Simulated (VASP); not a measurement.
# Fe (Im-3m) in VASP: further runs

Runs on Fe. Level: PBE. Tasks: single point.

Everything below comes from runs of VASP 6.6.1. Logs are shortened: lines on timing, memory, paths and dates and some standing lists are left out, and cuts for length are marked.

## (1) The cell of the first run

The structure is cubic, space group Im-3m (No. 229). The conventional cell has a = 2.762 Å, b = 2.762 Å, c = 2.762 Å, α = 90.00°, β = 90.00°, γ = 90.00°. Fe (site symmetry m-3m) has 14 Fe at 2.39 to 2.76 Å within 3.2 Å.

## (2) Single point, PBE

The input, INCAR:

```
SYSTEM = Fe
  PREC = Accurate
  ENCUT = 520
  EDIFF = 1E-7
  ISMEAR = 1
  SIGMA = 0.2
  LREAL = .False.
  LASPH = .True.
  NELM = 60
  ALGO = Normal
  ISIF = 2
  LWAVE = .False.
  LCHARG = .False.
  GGA = PE
  NBANDS = 10
```

The input, KPOINTS:

```
Automatic mesh
0
Gamma
  16 16 16
  0 0 0
```

The input, POSCAR:

```
Fe
1.0
   -1.3807996972      1.3807996972      1.3807996972
    1.3807996972     -1.3807996972      1.3807996972
    1.3807996972      1.3807996972     -1.3807996972
Fe
1
Direct
    0.0000000000      0.0000000000      0.0000000000
```

Potentials or basis: VASP PAW PBE potentials, release 64 (Fe).

Command:

```console
> cat potpaw_PBE.64/Fe/POTCAR > POTCAR
> mpirun -np 1 vasp_std > vasp.out
```

OUTCAR:

```text
SYSTEM = Fe
   PREC = Accurate
   ENCUT = 520
   EDIFF = 1E-7
   ISMEAR = 1
   LREAL = .False.
   LASPH = .True.
   NELM = 60
   ISIF = 2
   GGA = PE

 ion  position               nearest neighbor table
   1  0.000  0.000  0.000-

  LATTYP: Found a body centered cubic cell.
 ALAT       =     2.7615993944

  Lattice vectors:

 A1 = (  -1.3807996972,   1.3807996972,   1.3807996972)
 A2 = (   1.3807996972,  -1.3807996972,   1.3807996972)
 A3 = (   1.3807996972,   1.3807996972,  -1.3807996972)

Analysis of symmetry for initial positions (statically):
=====================================================================
 Subroutine PRICEL returns:
 Original cell was already a primitive cell.

 Routine SETGRP: Setting up the symmetry group for a
 body centered cubic supercell.

 Subroutine GETGRP returns: Found 48 space group operations
 (whereof 48 operations were pure point group operations)
 out of a pool of 48 trial point group operations.

The static configuration has the point symmetry O_h .

Analysis of symmetry for dynamics (positions and initial velocities):
=====================================================================
 Subroutine PRICEL returns:
 Original cell was already a primitive cell.

 Routine SETGRP: Setting up the symmetry group for a
 body centered cubic supercell.

 Subroutine GETGRP returns: Found 48 space group operations
 (whereof 48 operations were pure point group operations)
 out of a pool of 48 trial point group operations.

The dynamic configuration has the point symmetry O_h .

 Subroutine INISYM returns: Found 48 space group operations
 (whereof 48 operations are pure point group operations),
 and found     1 'primitive' translations

----------------------------------------------------------------------------------------

                                     Primitive cell

  volume of cell :      10.5306

  direct lattice vectors                    reciprocal lattice vectors
    -1.380799697  1.380799697  1.380799697     0.000000000  0.362109002  0.362109002
     1.380799697 -1.380799697  1.380799697     0.362109002  0.000000000  0.362109002
     1.380799697  1.380799697 -1.380799697     0.362109002  0.362109002  0.000000000

  length of vectors
     2.391615231  2.391615231  2.391615231     0.512099461  0.512099461  0.512099461

  position of ions in fractional coordinates (direct lattice)
     0.000000000  0.000000000  0.000000000

[... 79 lines left out ...]
   IBRION =     -1    ionic relax: 0-MD 1-quasi-New 2-CG
   NFREE  =      0    steps in history (QN), initial steepest desc. (CG)
   ISIF   =      2    stress and relaxation
   ISYM   =      2    0-nonsym 1-usesym 2-fastsym
   POTIM  = 0.5000    time-step for ionic-motion
   TEBEG  =    0.0;   TEEND  =   0.0 temperature during run
   PSTRESS=    0.0 pullay stress
   NELECT =       8.0000    total number of electrons
   NUPDOWN=      -1.0000    fix difference up-down
   EMIN   =  10.00;   EMAX   =-10.00  energy-range for DOS
   EFERMI =   0.00;   METHOD = LEGACY
   ISMEAR =     1;   SIGMA  =   0.20  broadening in eV -4-tet -1-fermi 0-gaus
   EFERMI_NEDOS =   21; number of points for ismear=-14 and -15
   IALGO  =     38    algorithm
   IMIX   =      4    mixing-type and parameters
     AMIX     =   0.40;   BMIX     =  1.00
     AMIX_MAG =   1.60;   BMIX_MAG =  1.00
  volume/ion in A,a.u.               =      10.53        71.06
  Fermi-wavevector in a.u.,A,eV,Ry     =   1.493783  2.822840 30.359868  2.231387
  Thomas-Fermi vector in A             =   2.606139
   LORBIT       =      0    0 simple, 1 ext, 2 COOP (PROOUT), +10 PAW based schemes
   GGA     = PE    functional components
   LHFCALC =     F    Hartree Fock is set to
   AEXX    =    0.0000 exact exchange contribution
   IVDW    =     0    specifies the selected vdW correction
   LEPSILON=     F    determine dielectric tensor
   LRPA    =     F    only Hartree local field effects (RPA)
 non-spin polarized calculation
 Methfessel and Paxton  Order N= 1 SIGMA  =   0.20
  energy-cutoff  :      520.00
  volume of cell :       10.53
 maximum number of plane-waves:       321
 NGX is ok and might be reduce to    18
   NGX =  9   NGY =  9   NGZ =  9

 number of electron       7.9999996 magnetization

 Free energy of the ion-electron system (eV)
  ---------------------------------------------------
  ext. energy  EPLUGINS =         0.00000000
  ---------------------------------------------------
  free energy    TOTEN  =        -7.76284939 eV

  energy without entropy =       -7.76165787  energy(sigma->0) =       -7.76245222

 E-fermi :   6.6958     XC(G=0): -13.5956

 val. band max:        6.6935847606   @ k =   0.3125   0.1875   0.0625
 cond. band min:       6.6978956957   @ k =   0.1250   0.0625  -0.0000
 fundamental gap:      0.0043109351
 Fermi energy:         6.6957745522

 k-point     1 :       0.0000    0.0000    0.0000
  band No.  band energies     occupation
      1      -2.1796      2.00000
      2       4.9077      2.00000
      3       4.9077      2.00000
      4       4.9077      2.00000
      5       6.6398      1.45402
      6       6.6398      1.45401
      7      32.3106      0.00000
      8      32.3106      0.00000
      9      32.3106      0.00000
     10      38.0647      0.00000
[... 287 lines left out ...]
 k-point    24 :       0.2500    0.1875   -0.0000
  band No.  band energies     occupation
      1       2.2318      2.00000
      2       3.8336      2.00000
      3       4.3107      2.00000
      4       6.3634      2.04047
      5       6.9756     -0.06360
      6       8.5503     -0.00000
      7      19.8854      0.00000
      8      22.0159      0.00000
      9      28.3071      0.00000
     10      33.7186      0.00000

 [... further k-points ...]

------------------------ aborting loop because EDIFF is reached ----------------------------------------

  FORCE on cell =-STRESS in cart. coord.  units (eV):
  Direction    XX          YY          ZZ          XY          YZ          ZX
  --------------------------------------------------------------------------------------
  -------------------------------------------------------------------------------------
  Total       -0.1086170     -0.1086170     -0.1086170      0.0000000      0.0000000     -0.0000000
  in kB      -16.5255595    -16.5255595    -16.5255595      0.0000000      0.0000000     -0.0000000
  external PRESSURE =     -16.5255595 kB  Pullay stress =       0.0000000 kB

 VOLUME and BASIS-vectors are now :
 -----------------------------------------------------------------------------
  energy-cutoff  :      520.00
  volume of cell :       10.53
      direct lattice vectors                 reciprocal lattice vectors
    -1.380799697  1.380799697  1.380799697     0.000000000  0.362109002  0.362109002
     1.380799697 -1.380799697  1.380799697     0.362109002  0.000000000  0.362109002
     1.380799697  1.380799697 -1.380799697     0.362109002  0.362109002  0.000000000

 POSITION                                       TOTAL-FORCE (eV/Angst)
 -----------------------------------------------------------------------------------
      0.00000      0.00000      0.00000         0.000000      0.000000      0.000000
 -----------------------------------------------------------------------------------
    total drift:                                0.000000      0.000000      0.000000

  FREE ENERGIE OF THE ION-ELECTRON SYSTEM (eV)
  ---------------------------------------------------
  free  energy   TOTEN  =        -7.7628493901 eV

  energy  without entropy=       -7.7616578706  energy(sigma->0) =       -7.76245222
```

OSZICAR:

```text
N       E                     dE             d eps       ncg     rms          rms(c)
DAV:   1     0.159983918461E+02    0.15998E+02   -0.43608E+03  3084   0.105E+03
DAV:   2    -0.873688519162E+01   -0.24735E+02   -0.23543E+02  2932   0.130E+02
DAV:   3    -0.922584470721E+01   -0.48896E+00   -0.48472E+00  3210   0.228E+01
DAV:   4    -0.922794325062E+01   -0.20985E-02   -0.20981E-02  3124   0.138E+00
DAV:   5    -0.922795778880E+01   -0.14538E-04   -0.14537E-04  3150   0.112E-01    0.119E+01
DAV:   6    -0.787417570296E+01    0.13538E+01   -0.11577E+01  3116   0.531E+01    0.203E+00
DAV:   7    -0.778106029293E+01    0.93115E-01   -0.62311E-01  3180   0.118E+01    0.937E-01
DAV:   8    -0.776613426800E+01    0.14926E-01   -0.13812E-02  4330   0.117E+00    0.331E-01
DAV:   9    -0.776284688863E+01    0.32874E-02   -0.17760E-03  3496   0.337E-01    0.577E-02
DAV:  10    -0.776285719940E+01   -0.10311E-04   -0.61028E-06  3234   0.281E-02    0.301E-02
DAV:  11    -0.776284932944E+01    0.78700E-05   -0.52740E-07  3038   0.587E-03    0.126E-03
DAV:  12    -0.776284939006E+01   -0.60627E-07   -0.34314E-09  1612   0.877E-04
   1 F= -.77628494E+01 E0= -.77624522E+01  d E =-.119152E-02
```

stdout:

```text
POSCAR found type information on POSCAR Fe
 POSCAR found :  1 types and       1 ions
 scaLAPACK will be used
 LDA part: xc-table for (Slater+PW92), standard interpolation
 POSCAR, INCAR and KPOINTS ok, starting setup
 FFT: planning ... GRIDC
 FFT: planning ... GRID_SOFT
 FFT: planning ... GRID
 WAVECAR not read
 entering main loop
```

Run time: 7.9 s. Hardware: 1 thread of Intel Xeon Platinum 8488C (Sapphire Rapids), shared host; peak memory 0.12 GiB.

What came out:

```yaml
Free_energy: -7.7628 eV
Pressure: -1.7 GPa
Band_gap_on_the_k_mesh: zero (band 4 reaches 7.71 eV, above the bottom of band 5 at 5.69 eV)
```

Levels at points of the mesh, in eV from the Fermi level:
```tsv
k point	band 1	band 2	band 3	band 4	band 5	band 6	band 7	band 8	band 9
(0.00, 0.00, 0.00)	-8.88	-1.79	-1.79	-1.79	-0.06	-0.06	25.61	25.61	25.61
(0.50, 0.00, 0.00)	-4.89	-3.08	-0.08	0.19	0.49	1.34	8.52	18.97	21.65
(0.50, 0.50, 0.50)	-4.64	-4.64	1.02	1.02	1.02	10.55	10.55	10.55	16.79
```

Caveat: the run has no spin polarisation, though such a crystal can be magnetic. Spin polarisation is off, so any magnetic state and its effect on volume and gap are missing.

## (3) Single point, PBE

The input, INCAR:

```
ALGO     = Normal         # electronic algorithm
EDIFF    = 1E-6           # SCF threshold, eV
ENCUT    = 520            # plane-wave cutoff, eV
GGA      = PE             # functional
ISIF     = 2              # what is computed and relaxed
ISMEAR   = 1              # smearing method
LASPH    = T              # aspherical terms in the spheres
LCHARG   = T              # write CHGCAR
LELF     = T              # ELF
LREAL    = F              # projectors in reciprocal space
LVHAR    = T            
LWAVE    = F              # write WAVECAR
NBANDS   = 10             # bands
NELM     = 100            # most SCF steps
PREC     = Accurate       # precision mode
SIGMA    = 0.3            # smearing width, eV
```

The input, KPOINTS:

```
k-points
0
Gamma
  16 16 16
```

POSCAR is that of step 2.

Potentials or basis: VASP PAW PBE potentials, release 64 (Fe).

Command:

```console
> cat potpaw_PBE.64/Fe/POTCAR > POTCAR
> mpirun -np 1 vasp_std > vasp.out
```

OUTCAR:

```text
EDIFF = 1E-6
   ENCUT = 520
   GGA = PE
   ISIF = 2
   ISMEAR = 1
   LASPH = T
   LREAL = F
   NELM = 100
   PREC = Accurate

 ion  position               nearest neighbor table
   1  0.000  0.000  0.000-

  LATTYP: Found a body centered cubic cell.
 ALAT       =     2.7615993944

  Lattice vectors:

 A1 = (  -1.3807996972,   1.3807996972,   1.3807996972)
 A2 = (   1.3807996972,  -1.3807996972,   1.3807996972)
 A3 = (   1.3807996972,   1.3807996972,  -1.3807996972)

Analysis of symmetry for initial positions (statically):
[... 490 lines left out ...]

 [... further k-points ...]

------------------------ aborting loop because EDIFF is reached ----------------------------------------

  FORCE on cell =-STRESS in cart. coord.  units (eV):
  Direction    XX          YY          ZZ          XY          YZ          ZX
  --------------------------------------------------------------------------------------
  -------------------------------------------------------------------------------------
  Total       -0.0957209     -0.0957209     -0.0957209      0.0000000     -0.0000000      0.0000000
  in kB      -14.5634912    -14.5634912    -14.5634912      0.0000000     -0.0000000      0.0000000
  external PRESSURE =     -14.5634912 kB  Pullay stress =       0.0000000 kB

 VOLUME and BASIS-vectors are now :
 -----------------------------------------------------------------------------
  energy-cutoff  :      520.00
  volume of cell :       10.53
      direct lattice vectors                 reciprocal lattice vectors
    -1.380799697  1.380799697  1.380799697     0.000000000  0.362109002  0.362109002
     1.380799697 -1.380799697  1.380799697     0.362109002  0.000000000  0.362109002
     1.380799697  1.380799697 -1.380799697     0.362109002  0.362109002  0.000000000

 POSITION                                       TOTAL-FORCE (eV/Angst)
 -----------------------------------------------------------------------------------
      0.00000      0.00000      0.00000        -0.000000      0.000000     -0.000000
 -----------------------------------------------------------------------------------
    total drift:                                0.000000      0.000000      0.000000

  FREE ENERGIE OF THE ION-ELECTRON SYSTEM (eV)
  ---------------------------------------------------
  free  energy   TOTEN  =        -7.7649373634 eV

  energy  without entropy=       -7.7535930877  energy(sigma->0) =       -7.76115594
```

OSZICAR:

```text
N       E                     dE             d eps       ncg     rms          rms(c)
DAV:   1     0.159962778672E+02    0.15996E+02   -0.43608E+03  3084   0.105E+03
DAV:   2    -0.873711619832E+01   -0.24733E+02   -0.23549E+02  2932   0.130E+02
DAV:   3    -0.922604073927E+01   -0.48892E+00   -0.48446E+00  3210   0.228E+01
DAV:   4    -0.922813510808E+01   -0.20944E-02   -0.20940E-02  3124   0.138E+00
DAV:   5    -0.922814962845E+01   -0.14520E-04   -0.14521E-04  3150   0.112E-01    0.119E+01
DAV:   6    -0.787668403113E+01    0.13515E+01   -0.11572E+01  3116   0.531E+01    0.205E+00
DAV:   7    -0.778327679878E+01    0.93407E-01   -0.62651E-01  3180   0.119E+01    0.941E-01
DAV:   8    -0.776824938255E+01    0.15027E-01   -0.14017E-02  4330   0.118E+00    0.332E-01
DAV:   9    -0.776493436381E+01    0.33150E-02   -0.17820E-03  3486   0.336E-01    0.579E-02
DAV:  10    -0.776494437436E+01   -0.10011E-04   -0.60810E-06  3226   0.281E-02    0.293E-02
DAV:  11    -0.776493729121E+01    0.70832E-05   -0.37458E-07  1692   0.544E-03    0.135E-03
DAV:  12    -0.776493736340E+01   -0.72194E-07   -0.13763E-08  1516   0.164E-03
   1 F= -.77649374E+01 E0= -.77611559E+01  d E =-.113443E-01
```

It took 8 s on 1 thread of Intel Xeon Platinum 8488C (Sapphire Rapids), shared host; peak memory 0.13 GiB.

What came out:

| Property | Result |
| --- | --- |
| Free energy | -7.7649 eV |
| Pressure | -1.5 GPa |
| Band gap on the k mesh | zero (band 4 reaches 7.72 eV, above the bottom of band 5 at 5.69 eV) |

Caveat: the run has no spin polarisation, though such a crystal can be magnetic.

## (4) Single point, PBE

The input, INCAR:

```
SYSTEM = Fe
ALGO     = Normal         ! electronic algorithm
EDIFF    = 1E-6           ! SCF threshold, eV
ENCUT    = 520            ! plane-wave cutoff, eV
GGA      = PE             ! functional
ISIF     = 2              ! what is computed and relaxed
ISMEAR   = 1              ! smearing method
LASPH    = .True.         ! aspherical terms in the spheres
LCHARG   = .False.        ! write CHGCAR
LREAL    = .False.        ! projectors in reciprocal space
LWAVE    = .False.        ! write WAVECAR
NBANDS   = 10             ! bands
NELM     = 80             ! most SCF steps
PREC     = Accurate       ! precision mode
SIGMA    = 0.6            ! smearing width, eV
```

The input, KPOINTS:

```
k-points
0
Gamma
  16 16 16
  0 0 0
```

POSCAR is that of step 3.

Command:

```console
> cat potpaw_PBE.64/Fe/POTCAR > POTCAR
> mpirun -np 1 vasp_std > vasp.out
```

Run time: 7.8 s. Hardware: 1 thread of Intel Xeon Platinum 8488C (Sapphire Rapids), shared host; peak memory 0.13 GiB.

It converged, with:

| Item | Value |
| --- | --- |
| Free energy | -7.7935 eV |
| Pressure | -0.2 GPa |
| Band gap on the k mesh | zero (band 4 reaches 7.73 eV, above the bottom of band 5 at 5.70 eV) |

Levels at points of the mesh, in eV from the Fermi level:
```csv
k point,band 1,band 2,band 3,band 4,band 5,band 6,band 7,band 8
"(0.00, 0.00, 0.00)",-8.87,-1.77,-1.77,-1.77,-0.03,-0.03,25.62,25.62
"(0.50, 0.00, 0.00)",-4.87,-3.06,-0.05,0.22,0.50,1.36,8.54,18.98
"(0.50, 0.50, 0.50)",-4.62,-4.62,1.04,1.04,1.04,10.56,10.56,10.56
```

Caveat: the run has no spin polarisation, though such a crystal can be magnetic.

## (5) Single point, PBE

The input, INCAR:

```
PREC     = Accurate       # precision mode
ENCUT    = 520            # plane-wave cutoff, eV
EDIFF    = 1E-6           # SCF threshold, eV
ISMEAR   = 1              # smearing method
SIGMA    = 1.0            # smearing width, eV
LREAL    = F              # projectors in reciprocal space
LASPH    = T              # aspherical terms in the spheres
NELM     = 100            # most SCF steps
ALGO     = Normal         # electronic algorithm
ISIF     = 2              # what is computed and relaxed
LWAVE    = F              # write WAVECAR
LCHARG   = T              # write CHGCAR
GGA      = PE             # functional
LELF     = T              # ELF
LVHAR    = T            
NBANDS   = 10             # bands
```

The input, KPOINTS:

```
regular mesh
0
Gamma
  16 16 16
```

POSCAR is that of step 4.

Command:

```console
> cat potpaw_PBE.64/Fe/POTCAR > POTCAR
> mpirun -np 1 vasp_std > vasp.out
```

Run time: 7.9 s. Hardware: 1 thread of Intel Xeon Platinum 8559C (Emerald Rapids), shared host; peak memory 0.13 GiB.

Results (log left out):

```
Free energy            : -7.8795 eV
Pressure               : 2.0 GPa
Band gap on the k mesh : zero (band 4 reaches 7.74 eV, above the bottom of band 5 at 5.72 eV)
```

Levels at points of the mesh, in eV from the Fermi level:
```
           k point  band 1  band 2  band 3  band 4  band 5  band 6  band 7  band 8
(0.00, 0.00, 0.00)   -8.86   -1.76   -1.76   -1.76   -0.02   -0.02   25.62   25.62
(0.50, 0.00, 0.00)   -4.86   -3.05   -0.04    0.23    0.50    1.37    8.55   18.98
(0.50, 0.50, 0.50)   -4.61   -4.61    1.06    1.06    1.06   10.56   10.56   10.56
```

Caveat: the run has no spin polarisation, though such a crystal can be magnetic. Spin polarisation is off, so any magnetic state and its effect on volume and gap are missing.

## (6) Summary

```tsv
smearing	gap on the mesh (eV)	pressure (GPa)
methfessel-paxton 0.2 eV	none	-1.7
methfessel-paxton 0.3 eV	none	-1.5
methfessel-paxton 0.6 eV	none	-0.2
methfessel-paxton 1 eV	none	2.0
```

Alike in all rows: task single point; level PBE; potentials or basis VASP PAW PBE potentials, release 64 (Fe); no spin polarisation; cell as given; k mesh 16 × 16 × 16; cutoff (eV) 520.

Every run on the cell as given and a fine mesh finds a metal.

Caveats: the run has no spin polarisation, though such a crystal can be magnetic.

Total energies depend on the potentials used, so only differences within one code and one set of settings carry meaning.
